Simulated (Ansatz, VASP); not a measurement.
**One calculation of Al3GaSb4, two programs**

The input INCAR:

```
SYSTEM = Al3GaSb4
PREC = Accurate
ENCUT = 520
EDIFF = 1E-8
ISMEAR = 0
SIGMA = 0.01
LREAL = .False.
LASPH = .True.
NELM = 80
ALGO = Normal
ISIF = 2
LWAVE = .False.
LCHARG = .False.
GGA = PE
LEFG = .True.
NBANDS = 31
```

KPOINTS

```
regular mesh
0
Gamma
  6 6 6
  0 0 0
```

Contents of POSCAR:

```
Al3GaSb4
1.0
    6.2227020962      0.0000000000      0.0000000000
    0.0000000000      6.2227020962      0.0000000000
    0.0000000000      0.0000000000      6.2227020962
Al Ga Sb
3 1 4
Direct
    0.5000000000      0.5000000000      0.0000000000
    0.5000000000      0.0000000000      0.5000000000
    0.0000000000      0.5000000000      0.5000000000
    0.0000000000      0.0000000000      0.0000000000
    0.7499140483      0.7499140483      0.2500859517
    0.7499140483      0.2500859517      0.7499140483
    0.2500859517      0.7499140483      0.7499140483
    0.2500859517      0.2500859517      0.2500859517
```

Input for Ansatz:

```yaml
crystal:
  lattice:
    - [6.2227020962, 0.0, 0.0]
    - [0.0, 6.2227020962, 0.0]
    - [0.0, 0.0, 6.2227020962]
  atoms:
    - { symbol: Al, position: [0.5, 0.5, 0.0] }
    - { symbol: Al, position: [0.5, 0.0, 0.5] }
    - { symbol: Al, position: [0.0, 0.5, 0.5] }
    - { symbol: Ga, position: [0.0, 0.0, 0.0] }
    - { symbol: Sb, position: [0.7499140483, 0.7499140483, 0.2500859517] }
    - { symbol: Sb, position: [0.7499140483, 0.2500859517, 0.7499140483] }
    - { symbol: Sb, position: [0.2500859517, 0.7499140483, 0.7499140483] }
    - { symbol: Sb, position: [0.2500859517, 0.2500859517, 0.2500859517] }
basis:
  ecutwfc: 420
kpoints:
  mp_grid: { grid: [6, 6, 6] }
hamiltonian:
  xc: pbe
scf:
  occupations: { method: fixed }
output:
  forces: true
  stress: true
  eigenvalues: true
  efg: {}
  polarization: {}
checkpoint:
  read: start.run
  write: ck
  compress: false
  write_wavefunctions: false
  write_every: 100000
```

Alike in both runs: task electric field gradients; functional PBE; k mesh 6 × 6 × 6; no spin polarisation.

|  | VASP | Ansatz |
| --- | --- | --- |
| version | VASP 6.6.1 | Ansatz 0.2.0 |
| potentials or method | VASP PAW PBE potentials, release 64 (Al, Ga_d, Sb), cutoff 520 eV | scalar-relativistic, plane waves, PAW |
| occupations | gaussian, width 0.01 eV | fixed |
| valence electrons in the cell | 42 | 82 |

|  | VASP | Ansatz | Ansatz less VASP |
| --- | --- | --- | --- |
| gap on the k mesh at the Fermi level (eV) | 0.40 | 0.41 | +0.006 |
| least direct gap on the mesh (eV) | 0.62 | 0.62 | +0.003 |
| pressure (GPa) | 0.1 | 0.0 | -0.15 |
| rms of the force components (eV/Å) | 0.004 | 0.000 | -0.0038 |
| size of Vzz on the site where it differs most (V/Å²) | 59.2 | 60.4 | +1.23 |

Atom by atom the forces differ by 0.004 eV/Å (rms over components). VASP's potentials hold 42 valence electrons a cell and Ansatz's 82, so a difference there can come from the potentials and not from the codes.

Spin-orbit coupling is off throughout.
